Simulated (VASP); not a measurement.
# Al3Cu (R-3m) in VASP: notebook

Al3Cu is run at these levels: PBEsol; tasks: single point.

Everything below comes from runs of VASP 6.6.1. Logs are shortened: lines on timing, memory, paths and dates and some standing lists are left out, and cuts for length are marked.

## (1) The cell of the first run

Symmetry: R-3m, No. 166, trigonal system. The conventional cell has a = 4.369 Å, b = 4.369 Å, c = 10.702 Å, α = 90.00°, β = 90.00°, γ = 120.00°. Al (site symmetry 2/m) has 4 Al at 2.18 Å and 2 Cu at 2.18 Å within 2.9 Å. Cu (site symmetry -3m) has 6 Al at 2.18 Å within 2.9 Å.

## (2) Single point, PBEsol

Input file INCAR:

```
PREC = Accurate
ENCUT = 520
EDIFF = 1E-6
ISMEAR = 0
SIGMA = 0.15
LREAL = False
LASPH = True
NELM = 80
ALGO = Fast
ISIF = 2
LWAVE = False
LCHARG = True
GGA = PS
LELF = True
LVHAR = True
NBANDS = 18
```

Input file KPOINTS:

```
regular mesh
0
Gamma
  14 14 14
```

Input file POSCAR:

```
Al3Cu
1.0
    4.1191509879      1.0297877470      1.0297877470
    1.0297877470      4.1191509879      1.0297877470
    1.0297877470      1.0297877470      4.1191509879
Al Cu
3 1
Direct
    0.0000000000      0.5000000000      0.5000000000
    0.5000000000      0.0000000000      0.5000000000
    0.5000000000      0.5000000000      0.0000000000
    0.0000000000      0.0000000000      0.0000000000
```

Potentials or basis: VASP PAW PBE potentials, release 64 (Al, Cu).

Run with:

```
$ cat potpaw_PBE.64/Al/POTCAR potpaw_PBE.64/Cu/POTCAR > POTCAR
$ mpirun -np 1 vasp_std > vasp.out
```

OUTCAR:

```text
PREC = Accurate
   ENCUT = 520
   EDIFF = 1E-6
   ISMEAR = 0
   LREAL = False
   LASPH = True
   NELM = 80
   ISIF = 2
   GGA = PS

 ion  position               nearest neighbor table
   1  0.000  0.500  0.500-   3 2.18   4 2.18   2 2.18   4 2.18   2 2.18   3 2.18
   2  0.500  0.000  0.500-   3 2.18   4 2.18   1 2.18   3 2.18   1 2.18   4 2.18
   3  0.500  0.500  0.000-   1 2.18   2 2.18   2 2.18   4 2.18   1 2.18   4 2.18
   4  0.000  0.000  0.000-   1 2.18   2 2.18   1 2.18   3 2.18   2 2.18   3 2.18

  LATTYP: Found a face centered cubic cell.
 ALAT       =     6.1787264819

  Lattice vectors:

 A1 = (   4.1191509879,   1.0297877470,   1.0297877470)
 A2 = (   1.0297877470,   4.1191509879,   1.0297877470)
 A3 = (   1.0297877470,   1.0297877470,   4.1191509879)

Analysis of symmetry for initial positions (statically):
=====================================================================
 Subroutine PRICEL returns:
 Original cell was already a primitive cell.

 Routine SETGRP: Setting up the symmetry group for a
 face centered cubic supercell.

 Subroutine GETGRP returns: Found 12 space group operations
 (whereof 12 operations were pure point group operations)
 out of a pool of 48 trial point group operations.

The static configuration has the point symmetry D_3d.

Analysis of symmetry for dynamics (positions and initial velocities):
=====================================================================
 Subroutine PRICEL returns:
 Original cell was already a primitive cell.

 Routine SETGRP: Setting up the symmetry group for a
 face centered cubic supercell.

 Subroutine GETGRP returns: Found 12 space group operations
 (whereof 12 operations were pure point group operations)
 out of a pool of 48 trial point group operations.

The dynamic configuration has the point symmetry D_3d.

 Subroutine INISYM returns: Found 12 space group operations
 (whereof 12 operations are pure point group operations),
 and found     1 'primitive' translations

----------------------------------------------------------------------------------------

                                     Primitive cell

  volume of cell :      58.9708

  direct lattice vectors                    reciprocal lattice vectors
     4.119150988  1.029787747  1.029787747     0.269742749 -0.053948550 -0.053948550
     1.029787747  4.119150988  1.029787747    -0.053948550  0.269742749 -0.053948550
[... 89 lines left out ...]
   EDIFF  = 0.1E-05   stopping-criterion for ELM
   LREAL  =      F    real-space projection
   EDIFFG = 0.1E-04   stopping-criterion for IOM
   NSW    =      0    number of steps for IOM
   IBRION =     -1    ionic relax: 0-MD 1-quasi-New 2-CG
   NFREE  =      0    steps in history (QN), initial steepest desc. (CG)
   ISIF   =      2    stress and relaxation
   ISYM   =      2    0-nonsym 1-usesym 2-fastsym
   POTIM  = 0.5000    time-step for ionic-motion
   TEBEG  =    0.0;   TEEND  =   0.0 temperature during run
   PSTRESS=    0.0 pullay stress
   NELECT =      20.0000    total number of electrons
   NUPDOWN=      -1.0000    fix difference up-down
   EMIN   =  10.00;   EMAX   =-10.00  energy-range for DOS
   EFERMI =   0.00;   METHOD = LEGACY
   ISMEAR =     0;   SIGMA  =   0.15  broadening in eV -4-tet -1-fermi 0-gaus
   EFERMI_NEDOS =   21; number of points for ismear=-14 and -15
   IALGO  =     68    algorithm
   IMIX   =      4    mixing-type and parameters
     AMIX     =   0.40;   BMIX     =  1.00
     AMIX_MAG =   1.60;   BMIX_MAG =  1.00
  volume/ion in A,a.u.               =      14.74        99.49
  Fermi-wavevector in a.u.,A,eV,Ry     =   1.141666  2.157437 17.733861  1.303402
  Thomas-Fermi vector in A             =   2.278366
   LORBIT       =      0    0 simple, 1 ext, 2 COOP (PROOUT), +10 PAW based schemes
   GGA     = PS    functional components
   LHFCALC =     F    Hartree Fock is set to
   AEXX    =    0.0000 exact exchange contribution
   IVDW    =     0    specifies the selected vdW correction
   LEPSILON=     F    determine dielectric tensor
   LRPA    =     F    only Hartree local field effects (RPA)
 non-spin polarized calculation
 RMM-DIIS sequential band-by-band and
 Gauss-broadening in eV      SIGMA  =   0.15
  energy-cutoff  :      520.00
  volume of cell :       58.97
 maximum number of plane-waves:      1602
   NGX = 17   NGY = 17   NGZ = 17

 number of electron      19.9999989 magnetization

 Free energy of the ion-electron system (eV)
  ---------------------------------------------------
  ext. energy  EPLUGINS =         0.00000000
  ---------------------------------------------------
  free energy    TOTEN  =       -10.12667967 eV

  energy without entropy =      -10.11526913  energy(sigma->0) =      -10.12097440

 E-fermi :   7.7886     XC(G=0): -10.5411

 val. band max:        7.7836278820   @ k =   0.4286   0.2143  -0.0000
 cond. band min:       7.7951416770   @ k =  -0.3571   0.1429  -0.0000
 fundamental gap:      0.0115137950
 Fermi energy:         7.7886421796

 k-point     1 :       0.0000    0.0000    0.0000
  band No.  band energies     occupation
      1      -3.7974      2.00000
      2       1.7883      2.00000
      3       1.7883      2.00000
      4       3.0154      2.00000
      5       3.0154      2.00000
      6       3.1763      2.00000
[... 481 lines left out ...]
      5       2.9256      2.00000
      6       2.9752      2.00000
[... 10 lines left out ...]
     17      13.9817      0.00000
     18      17.0269      0.00000

 [... further k-points ...]

------------------------ aborting loop because EDIFF is reached ----------------------------------------

  FORCE on cell =-STRESS in cart. coord.  units (eV):
  Direction    XX          YY          ZZ          XY          YZ          ZX
  --------------------------------------------------------------------------------------
  -------------------------------------------------------------------------------------
  Total       23.5041849     23.5041849     23.5041849    -12.8562063    -12.8562063    -12.8562063
  in kB      638.5852112    638.5852112    638.5852112   -349.2902749   -349.2902749   -349.2902749
  external PRESSURE =     638.5852112 kB  Pullay stress =       0.0000000 kB

 VOLUME and BASIS-vectors are now :
 -----------------------------------------------------------------------------
  energy-cutoff  :      520.00
  volume of cell :       58.97
      direct lattice vectors                 reciprocal lattice vectors
     4.119150988  1.029787747  1.029787747     0.269742749 -0.053948550 -0.053948550
     1.029787747  4.119150988  1.029787747    -0.053948550  0.269742749 -0.053948550
     1.029787747  1.029787747  4.119150988    -0.053948550 -0.053948550  0.269742749

 POSITION                                       TOTAL-FORCE (eV/Angst)
 -----------------------------------------------------------------------------------
      1.02979      2.57447      2.57447        -0.000000      0.000000     -0.000000
      2.57447      1.02979      2.57447        -0.000000     -0.000000     -0.000000
      2.57447      2.57447      1.02979         0.000000     -0.000000      0.000000
      0.00000      0.00000      0.00000        -0.000000      0.000000     -0.000000
 -----------------------------------------------------------------------------------
    total drift:                               -0.000000     -0.000000     -0.000000

  FREE ENERGIE OF THE ION-ELECTRON SYSTEM (eV)
  ---------------------------------------------------
  free  energy   TOTEN  =       -10.1266796704 eV

  energy  without entropy=      -10.1152691343  energy(sigma->0) =      -10.12097440
```

stdout:

```text
POSCAR found type information on POSCAR AlCu
 POSCAR found :  2 types and       4 ions
 scaLAPACK will be used
 -----------------------------------------------------------------------------
|                                                                             |
|                                                                             |
|     You enforced a specific xc type in the INCAR file but a different       |
|     I HOPE YOU KNOW WHAT YOU ARE DOING!                                     |
|                                                                             |
 -----------------------------------------------------------------------------

 LDA part: xc-table for (Slater+PW92), standard interpolation
 POSCAR, INCAR and KPOINTS ok, starting setup
 FFT: planning ... GRIDC
 FFT: planning ... GRID_SOFT
 FFT: planning ... GRID
 WAVECAR not read
 entering main loop
WARNING in EDDRMM: call to ZHEGV failed, returncode =   8  4     18
```

Wall time 8.5 min (1 thread of Intel Xeon Platinum 8375C at 2.90GHz (Ice Lake), shared host); peak memory 0.4 GiB.

What came out:

```yaml
Free_energy: -10.1267 eV
Pressure: 63.9 GPa
Band_gap_on_the_k_mesh: zero (bands 10 and 11 overlap by 2.04 eV)
```

Caveat: the cell stands under pressure; the PAW data sets were made with another functional, which shifts forces and pressure a little.

## (3) Single point, PBEsol

This run uses another cell than the first one, of the same volume but with other edges.

Input file INCAR:

```
SYSTEM = Al3Cu
PREC = Accurate ; ENCUT = 520
EDIFF = 1E-6 ; ISMEAR = 0
SIGMA = 0.15 ; LREAL = .FALSE.
LASPH = .TRUE. ; NELM = 60
ALGO = Fast ; ISIF = 2
LWAVE = .FALSE. ; LCHARG = .FALSE.
GGA = PS ; NBANDS = 18
```

Input file KPOINTS:

```
regular mesh
0
G
  14 14 14
  0 0 0
```

Input file POSCAR:

```
Al3Cu
1.0
    3.9413127043     -0.4217640901     -0.4217640901
   -0.4217640901      3.9413127043     -0.4217640901
   -0.4217640901     -0.4217640901      3.9413127043
Al Cu
3 1
Direct
    0.0000000000      0.5000000000      0.5000000000
    0.5000000000      0.0000000000      0.5000000000
    0.5000000000      0.5000000000      0.0000000000
    0.0000000000      0.0000000000      0.0000000000
```

Potentials or basis: VASP PAW PBE potentials, release 64 (Al, Cu).

Run with:

```
$ cat potpaw_PBE.64/Al/POTCAR potpaw_PBE.64/Cu/POTCAR > POTCAR
$ mpirun -np 1 vasp_std > vasp.out
```

Run time: 9.9 min. Hardware: 1 thread of Intel Xeon Platinum 8375C at 2.90GHz (Ice Lake), shared host; peak memory 0.39 GiB.

The run converged. Its results:

```yaml
Free_energy: -15.7231 eV
Pressure: 10.2 GPa
Band_gap_on_the_k_mesh: zero (bands 10 and 11 overlap by 5.76 eV)
```

Stress tensor (GPa, compression positive):
```
10.18  8.64  8.64
 8.64 10.18  8.64
 8.64  8.64 10.18
```

Levels at points of the mesh, in eV from the Fermi level:
| k point | band 7 | band 8 | band 9 | band 10 | band 11 | band 12 | band 13 | band 14 |
| --- | --- | --- | --- | --- | --- | --- | --- | --- |
| (0.00, 0.00, 0.00) | -1.97 | -1.97 | -1.24 | 0.44 | 1.16 | 1.16 | 2.65 | 3.72 |
| (0.50, 0.00, 0.00) | -3.30 | -0.96 | -0.63 | -0.44 | -0.07 | 3.12 | 3.69 | 4.99 |
| (0.50, 0.50, 0.00) | -3.33 | -3.27 | -2.71 | 0.25 | 1.15 | 2.38 | 2.55 | 3.47 |
| (0.50, 0.50, 0.50) | -3.37 | -3.37 | -2.97 | -2.32 | -2.32 | -0.61 | 2.21 | 8.61 |

Caveat: the cell stands under pressure; the PAW data sets were made with another functional, which shifts forces and pressure a little.
